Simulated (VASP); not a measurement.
C19O2: single point with PBE+D3(BJ)

System: C19O2, a slab with vacuum.

```
CELL_PARAMETERS angstrom
7.39515 0.00000 0.00000
-3.69757 6.40439 0.00000
0.00000 0.00000 18.00161
ATOMIC_POSITIONS crystal
C 0.55556 0.44444 0.44440
C 0.55603 0.77758 0.44427
C 0.55539 0.11046 0.44452
C 0.88944 0.44428 0.44454
C 0.88877 0.77712 0.44421
C 0.88896 0.11118 0.44437
C 0.22210 0.44380 0.44448
C 0.22227 0.77780 0.44445
C 0.22279 0.11098 0.44437
C 0.44422 0.22167 0.44449
C 0.44489 0.55517 0.44434
C 0.44474 0.88902 0.44444
C 0.77823 0.22183 0.44452
C 0.77801 0.55563 0.44439
C 0.77753 0.88835 0.44419
C 0.11145 0.22238 0.44440
C 0.11095 0.55499 0.44451
C 0.11166 0.88857 0.44429
C 0.82801 0.82931 0.62494
O 0.99840 0.97192 0.62512
O 0.65761 0.68675 0.62521
```

```
Program             : VASP 6.6.1
Task                : single point
Functional          : PBE
Dispersion          : D3(BJ)
Potentials or basis : VASP PAW PBE potentials, release 64 (C, O)
Cutoff              : 520 eV
k mesh              : 3 × 3 × 1
Occupations         : gaussian, width 0.05 eV
Spin                : no spin polarisation
```

```
Largest force              : 0.601 eV/Å
Band gap on the k mesh     : 0.06 eV
Dispersion energy per atom : -0.086 eV
```

Forces on the atoms (eV/Å):
```
C   -0.005 -0.001 -0.005
C    0.001 -0.011  0.002
C   -0.008  0.003 -0.006
C    0.000 -0.002 -0.005
C    0.001  0.006  0.004
C    0.012  0.003  0.002
C    0.003 -0.001  0.004
C    0.001  0.000  0.000
C   -0.009  0.000  0.001
C    0.006  0.000  0.001
C    0.003  0.000 -0.004
C   -0.008 -0.001 -0.005
C   -0.001  0.008  0.006
C    0.003 -0.003 -0.001
C    0.010  0.001  0.003
C   -0.001 -0.003  0.003
C   -0.004 -0.002 -0.005
C   -0.006  0.001  0.003
C    0.003  0.007 -0.004
O    0.373  0.465  0.003
O   -0.374 -0.470  0.004
```

Levels at points of the mesh, in eV from the valence-band top:
| k point | band 41 | band 42 | band 43 | band 44 | band 45 | band 46 | band 47 | band 48 |
| --- | --- | --- | --- | --- | --- | --- | --- | --- |
| (0.00, 0.00, 0.00) | -3.02 | -3.01 | -0.01 | 0.00 | 0.06 | 0.07 | 2.91 | 3.78 |

Run time: 5.6 min on 1 thread of Intel(R) Xeon(R) 6975P-C (Granite Rapids), with other jobs on the host, peak memory 0.84 GiB.

Caveat: semilocal functionals underestimate gaps, and a narrow one can read as zero.
